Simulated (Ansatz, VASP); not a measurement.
## TiC: VASP beside Ansatz

```
Ti C
1.0
     0.00000    2.17833    2.17833
     2.17833    0.00000    2.17833
     2.17833    2.17833    0.00000
Ti C
1 1
Direct
  0.00000 0.00000 0.00000
  0.50000 0.50000 0.50000
```

Change from the starting cell: volume scaled by 1.02.

Alike in both runs: task single point; functional PBE; k mesh 16 × 16 × 16; occupations fermi-dirac, width 0.03 eV; no spin polarisation.

```csv
,VASP,Ansatz
version,VASP 6.6.1,Ansatz 0.2.0
potentials or method,"VASP PAW PBE potentials, release 64 (Ti_sv, C), cutoff 520 eV","all-electron LAPW, scalar-relativistic"
```

Ansatz gave:

```
pressure (GPa) : -4.0
```

Q: Which values does VASP return?

A: Pressure (GPa): -3.8.

Ansatz ran all-electron here, and VASP with PAW potentials.
